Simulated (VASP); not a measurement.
# BPt: relaxation of cell and atoms with PBE

BPt:

```
CELL_PARAMETERS angstrom
3.22943 0.00000 0.00000
-1.61471 2.79677 0.00000
0.00000 0.00000 5.26127
ATOMIC_POSITIONS crystal
B 0.66667 0.33333 0.75000
B 0.33333 0.66667 0.25000
Pt 0.00000 0.00000 0.00000
Pt 0.00000 0.00000 0.50000
```

| Property | Result |
| --- | --- |
| Program | VASP 6.6.1 |
| Task | relaxation of cell and atoms |
| Functional | PBE |
| Potentials or basis | VASP PAW PBE potentials, release 64 (B, Pt) |
| Cutoff | 600 eV |
| k mesh | 18 × 18 × 10 |
| Occupations | gaussian, width 0.1 eV |
| Spin | no spin polarisation |
| Dipole correction | no |
| Further INCAR settings | ALGO = Normal; EDIFF = 1e-06; IBRION = 2; EDIFFG = -0.01; NSW = 100; ISIF = 3 |

```json
{
 "Relaxed volume": "11.82 Å³/atom",
 "Relaxed cell": "a = 3.225 Å, b = 3.225 Å, c = 5.251 Å, α = 90.00°, β = 90.00°, γ = 120.00°",
 "Space group after relaxing (to 0.1 Å)": "P6_3/mmc (No. 194)",
 "Energy gained by relaxing": "0.2 meV/atom",
 "Ionic steps": "4",
 "Pressure after relaxing": "0.0 GPa",
 "Band gap on the k mesh": "zero (bands 13 and 14 overlap by 3.10 eV)"
}
```

Stress tensor (GPa, compression positive):
```
-0.10  0.00  0.00
 0.00 -0.10  0.00
 0.00  0.00  0.12
```

The path:
```tsv
step	energy change (eV)	largest force (eV/Å)	pressure (GPa)	volume (Å³)
1	0.0000	0.0000	-1.25	47.52
2	0.0021	0.0000	2.28	46.88
3	-0.0009	0.0000	-0.01	47.29
4	-0.0009	0.0000	-0.03	47.29
```

Final structure:
```
B Pt
1.0
     3.22493    0.00000    0.00000
    -1.61247    2.79288    0.00000
     0.00000    0.00000    5.25084
B Pt
2 2
Direct
  0.66667 0.33333 0.75000
  0.33333 0.66667 0.25000
  0.00000 0.00000 0.00000
  0.00000 0.00000 0.50000
```

Levels at points of the mesh, in eV from the Fermi level:
```
           k point  band 11  band 12  band 13  band 14  band 15  band 16
(0.00, 0.00, 0.00)    -2.13    -2.13     1.30     1.97     1.97     2.15
(0.50, 0.00, 0.00)    -2.19    -2.03    -1.70    -1.18    -0.44     4.29
(0.00, 0.00, 0.50)    -3.70    -3.70     0.48     0.48     4.74     4.74
(0.50, 0.00, 0.50)    -2.38    -2.38    -1.41    -1.41     3.26     3.26
```

Run time: 5.7 min on 1 thread of Intel(R) Xeon(R) Platinum 8488C (Sapphire Rapids) (shared host), peak memory 0.35 GiB.

Caveat: spin-orbit coupling is left out, which moves the levels of the heavy elements.
